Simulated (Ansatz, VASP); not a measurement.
**Y in VASP and in Ansatz**

The input INCAR:

```
PREC     = Accurate       # precision mode
ENCUT    = 520            # plane-wave cutoff, eV
EDIFF    = 1E-8           # SCF threshold, eV
ISMEAR   = -1             # smearing method
SIGMA    = 0.08           # smearing width, eV
LREAL    = False          # projectors in reciprocal space
LASPH    = True           # aspherical terms in the spheres
NELM     = 100            # most SCF steps
ALGO     = Normal         # electronic algorithm
ISIF     = 2              # what is computed and relaxed
LWAVE    = False          # write WAVECAR
LCHARG   = False          # write CHGCAR
GGA      = PE             # functional
LEFG     = True         
NBANDS   = 18             # bands
```

KPOINTS

```
Automatic mesh
0
Gamma
  12 12 7
```

File POSCAR:

```
Y
1.0
    3.6791974790      0.0000000000      0.0000000000
   -1.8395987394      3.1862784823      0.0000000000
    0.0000000000      0.0000000000      5.6611890000
Y
2
Direct
    0.3333333333      0.6666666667      0.2500000000
    0.6666666667      0.3333333333      0.7500000000
```

Input for Ansatz:

```yaml
crystal:
  lattice:
    - [3.679197479, 0.0, 0.0]
    - [-1.8395987394, 3.1862784823, 0.0]
    - [0.0, 0.0, 5.661189]
  atoms:
    - { symbol: "Y", position: [0.3333333333, 0.6666666667, 0.25] }
    - { symbol: "Y", position: [0.6666666667, 0.3333333333, 0.75] }
kpoints:
  mp_grid: { grid: [12, 12, 7] }
scf:
  occupations: { method: fermi_dirac, width: 0.08 }
hamiltonian:
  xc: pbe
  pseudopotentials: { kind: all_electron, datasets: crystal }
output:
  forces: true
  stress: true
  eigenvalues: true
  efg: { contact_densities: true }
```

Change from the starting cell: z stretched by -1.5 % at fixed volume, crystal datasets.

Alike in both runs: task electric field gradients; functional PBE; k mesh 12 × 12 × 7; occupations fermi-dirac, width 0.08 eV; no spin polarisation.

|  | VASP | Ansatz |
| --- | --- | --- |
| version | VASP 6.6.1 | Ansatz 0.2.0 |
| potentials or method | VASP PAW PBE potentials, release 64 (Y_sv), cutoff 520 eV | all-electron PAW with datasets made for the crystal, scalar-relativistic |

|  | VASP | Ansatz | Ansatz less VASP |
| --- | --- | --- | --- |
| pressure (GPa) | -0.4 | -0.3 | +0.10 |
| traceless stress, the component that is largest in VASP (GPa) | 0.49 | 0.49 | -0.002 |
| size of Vzz on the site where it differs most (V/Å²) | 33.2 | 34.3 | +1.09 |

Ansatz ran all-electron here, and VASP with PAW potentials.
